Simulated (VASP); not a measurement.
# PbF2 (Fm-3m) in VASP: further runs, part 2 of 2

VASP 6.6.1. The steps go on from the part before.

## (3) Single point, PBE

Contents of INCAR:

```
PREC     = Accurate       # precision mode
ENCUT    = 600            # plane-wave cutoff, eV
EDIFF    = 1E-6           # SCF threshold, eV
ISMEAR   = 0              # smearing method
SIGMA    = 0.022          # smearing width, eV
LREAL    = False          # projectors in reciprocal space
LASPH    = True           # aspherical terms in the spheres
NELM     = 120            # most SCF steps
ALGO     = Normal         # electronic algorithm
ISIF     = 2              # what is computed and relaxed
LWAVE    = False          # write WAVECAR
LCHARG   = True           # write CHGCAR
GGA      = PE             # functional
LELF     = True           # ELF
LVHAR    = True         
NBANDS   = 21             # bands
GGA_COMPAT= False
```

Contents of KPOINTS:

```
regular mesh
0
Gamma
  8 8 8
```

Contents of POSCAR:

```
PbF2
1.0
    0.0000000000      2.9636600000      2.9636600000
    2.9636600000      0.0000000000      2.9636600000
    2.9636600000      2.9636600000      0.0000000000
Pb F
1 2
Direct
    0.0000000000      0.0000000000      0.0000000000
    0.7500000000      0.7500000000      0.7500000000
    0.2500000000      0.2500000000      0.2500000000
```

Potentials or basis: VASP PAW PBE potentials, release 64 (Pb_d, F).

Launch:

```bash
cat potpaw_PBE.64/Pb_d/POTCAR potpaw_PBE.64/F/POTCAR > POTCAR
mpirun -np 1 vasp_std > vasp.out
```

It took 1.8 min on 1 thread of Oxide Virtual Turin-like, shared host; peak memory 0.19 GiB.

Results (log left out):

```yaml
Free_energy: -14.3374 eV
Pressure: 2.4 GPa
Band_gap_on_the_k_mesh: 4.42 eV (least direct gap 4.56 eV)
```

Levels at points of the mesh, in eV from the valence-band top:
```
           k point  band 10  band 11  band 12  band 13  band 14  band 15  band 16  band 17  band 18  band 19
(0.00, 0.00, 0.00)    -2.48    -2.48    -1.98    -1.98    -1.98     6.78     6.78     6.78    10.64    15.15
(0.50, 0.00, 0.00)    -2.68    -2.68    -2.15    -2.15    -0.03     5.03     7.67     7.67    13.22    13.75
(0.50, 0.50, 0.00)    -3.55    -1.56    -1.56    -1.56    -0.15     4.42     7.90     7.90     8.96    14.20
```

Caveat: spin-orbit coupling is left out, which moves the levels of the heavy elements. A k mesh can miss the band edges.

## (4) Single point, PBE

Contents of INCAR:

```
PREC = Accurate ; ENCUT = 600
EDIFF = 1E-6 ; ISMEAR = 0
SIGMA = 0.023 ; LREAL = False
LASPH = True ; NELM = 120
ALGO = Normal ; ISIF = 2
LWAVE = False ; LCHARG = False
GGA = PE ; NBANDS = 21
GGA_COMPAT = False
```

Contents of KPOINTS:

```
Automatic mesh
0
Gamma
  8 8 8
```

POSCAR is that of step 3.

Potentials or basis: VASP PAW PBE potentials, release 64 (Pb_d, F).

Launch:

```bash
cat potpaw_PBE.64/Pb_d/POTCAR potpaw_PBE.64/F/POTCAR > POTCAR
mpirun -np 1 vasp_std > vasp.out
```

OUTCAR:

```text
PREC = Accurate
   ENCUT = 600
   EDIFF = 1E-6
   ISMEAR = 0
   LREAL = False
   LASPH = True
   NELM = 120
   ISIF = 2
   GGA = PE

 ion  position               nearest neighbor table
   1  0.000  0.000  0.000-   2 2.57   2 2.57   2 2.57   3 2.57   3 2.57   3 2.57   3 2.57   2 2.57

   2  0.750  0.750  0.750-   1 2.57   1 2.57   1 2.57   1 2.57
   3  0.250  0.250  0.250-   1 2.57   1 2.57   1 2.57   1 2.57

  LATTYP: Found a face centered cubic cell.
 ALAT       =     5.9273200000

  Lattice vectors:
[... 768 lines left out ...]

  FORCE on cell =-STRESS in cart. coord.  units (eV):
  Direction    XX          YY          ZZ          XY          YZ          ZX
  --------------------------------------------------------------------------------------
  -------------------------------------------------------------------------------------
  Total        0.7913342      0.7913342      0.7913342      0.0000000      0.0000000      0.0000000
  in kB       24.3531646     24.3531646     24.3531646      0.0000000      0.0000000      0.0000000
  external PRESSURE =      24.3531646 kB  Pullay stress =       0.0000000 kB

 VOLUME and BASIS-vectors are now :
 -----------------------------------------------------------------------------
  energy-cutoff  :      600.00
  volume of cell :       52.06
      direct lattice vectors                 reciprocal lattice vectors
     0.000000000  2.963660000  2.963660000    -0.168710311  0.168710311  0.168710311
     2.963660000  0.000000000  2.963660000     0.168710311 -0.168710311  0.168710311
     2.963660000  2.963660000  0.000000000     0.168710311  0.168710311 -0.168710311

 POSITION                                       TOTAL-FORCE (eV/Angst)
 -----------------------------------------------------------------------------------
      0.00000      0.00000      0.00000         0.000000      0.000000      0.000000
      4.44549      4.44549      4.44549        -0.000000     -0.000000     -0.000000
      1.48183      1.48183      1.48183         0.000000      0.000000      0.000000
 -----------------------------------------------------------------------------------
    total drift:                                0.000000      0.000000      0.000000

  FREE ENERGIE OF THE ION-ELECTRON SYSTEM (eV)
  ---------------------------------------------------
  free  energy   TOTEN  =       -14.3374114401 eV

  energy  without entropy=      -14.3374114401  energy(sigma->0) =      -14.33741144
```

stdout:

```text
POSCAR found type information on POSCAR PbF
 POSCAR found :  2 types and       3 ions
 scaLAPACK will be used
 LDA part: xc-table for (Slater+PW92), standard interpolation
 POSCAR, INCAR and KPOINTS ok, starting setup
 FFT: planning ... GRIDC
 FFT: planning ... GRID_SOFT
 FFT: planning ... GRID
 WAVECAR not read
 entering main loop
```

Run time: 70 s. Hardware: 1 thread of Oxide Virtual Turin-like, shared host; peak memory 0.18 GiB.

Results:

```
Free energy            : -14.3374 eV
Pressure               : 2.4 GPa
Band gap on the k mesh : 4.42 eV (least direct gap 4.56 eV)
```

Caveat: spin-orbit coupling is left out, which moves the levels of the heavy elements. Expect the measured gap to be larger: semilocal functionals such as PBE lack the derivative discontinuity.

## (5) Single point, PBE

Contents of INCAR:

```
SYSTEM = PbF2
PREC = Accurate
ENCUT = 600
EDIFF = 1E-6
ISMEAR = 0
SIGMA = 0.024
LREAL = .FALSE.
LASPH = .TRUE.
NELM = 120
ALGO = Normal
ISIF = 2
LWAVE = .FALSE.
LCHARG = .TRUE.
GGA = PE
LELF = .TRUE.
LVHAR = .TRUE.
NBANDS = 21
GGA_COMPAT = .FALSE.
```

Contents of KPOINTS:

```
Automatic mesh
0
G
  8 8 8
  0 0 0
```

POSCAR is that of step 4.

Launch:

```bash
cat potpaw_PBE.64/Pb_d/POTCAR potpaw_PBE.64/F/POTCAR > POTCAR
mpirun -np 1 vasp_std > vasp.out
```

Wall time 88 s (1 thread of Oxide Virtual Turin-like, shared host); peak memory 0.19 GiB.

Results (log left out):

```
Free energy            : -14.3374 eV
Pressure               : 2.4 GPa
Band gap on the k mesh : 4.42 eV (least direct gap 4.56 eV)
```

Levels at points of the mesh, in eV from the valence-band top:
```csv
k point,band 10,band 11,band 12,band 13,band 14,band 15,band 16,band 17,band 18,band 19
"(0.00, 0.00, 0.00)",-2.48,-2.48,-1.98,-1.98,-1.98,6.78,6.78,6.78,10.64,15.15
"(0.50, 0.00, 0.00)",-2.68,-2.68,-2.15,-2.15,-0.03,5.03,7.67,7.67,13.22,13.75
"(0.50, 0.50, 0.00)",-3.55,-1.56,-1.56,-1.56,-0.15,4.42,7.90,7.90,8.96,14.20
```

Caveat: spin-orbit coupling is left out, which moves the levels of the heavy elements.

## (6) Single point, PBE

Contents of INCAR:

```
  ALGO = Normal
  EDIFF = 1E-6
  ENCUT = 600
  GGA = PE
  GGA_COMPAT = F
  ISIF = 2
  ISMEAR = 0
  LASPH = T
  LCHARG = F
  LREAL = F
  LWAVE = F
  NBANDS = 21
  NELM = 120
  PREC = Accurate
  SIGMA = 0.028000000000000004
```

Contents of KPOINTS:

```
k-points
0
Gamma
  8 8 8
```

POSCAR is that of step 5.

Potentials or basis: VASP PAW PBE potentials, release 64 (Pb_d, F).

Launch:

```bash
cat potpaw_PBE.64/Pb_d/POTCAR potpaw_PBE.64/F/POTCAR > POTCAR
mpirun -np 1 vasp_std > vasp.out
```

It took 97 s on 1 thread of Oxide Virtual Turin-like, shared host; peak memory 0.18 GiB.

It converged, with:

- Free energy: -14.3374 eV
- Pressure: 2.4 GPa
- Band gap on the k mesh: 4.42 eV (least direct gap 4.56 eV)

Levels at points of the mesh, in eV from the valence-band top:
```tsv
k point	band 11	band 12	band 13	band 14	band 15	band 16	band 17	band 18
(0.00, 0.00, 0.00)	-2.48	-1.98	-1.98	-1.98	6.78	6.78	6.78	10.64
(0.50, 0.00, 0.00)	-2.68	-2.15	-2.15	-0.03	5.03	7.67	7.67	13.22
(0.50, 0.50, 0.00)	-1.56	-1.56	-1.56	-0.15	4.42	7.90	7.90	8.96
```

Caveat: spin-orbit coupling is left out, which moves the levels of the heavy elements. PBE gaps usually lie below the measured ones, often by a third to a half.

## (7) Summary

| smearing | gap on the mesh (eV) | pressure (GPa) |
| --- | --- | --- |
| gaussian 0.019 eV | 4.42 | 2.4 |
| gaussian 0.022 eV | 4.42 | 2.4 |
| gaussian 0.023 eV | 4.42 | 2.4 |
| gaussian 0.024 eV | 4.42 | 2.4 |
| gaussian 0.028 eV | 4.42 | 2.4 |

Alike in all rows: task single point; level PBE; potentials or basis VASP PAW PBE potentials, release 64 (Pb_d, F); no spin polarisation; cell as given; k mesh 8 × 8 × 8; cutoff (eV) 600.

Caveats: spin-orbit coupling is left out, which moves the levels of the heavy elements.

Total energies depend on the potentials used, so only differences within one code and one set of settings carry meaning.
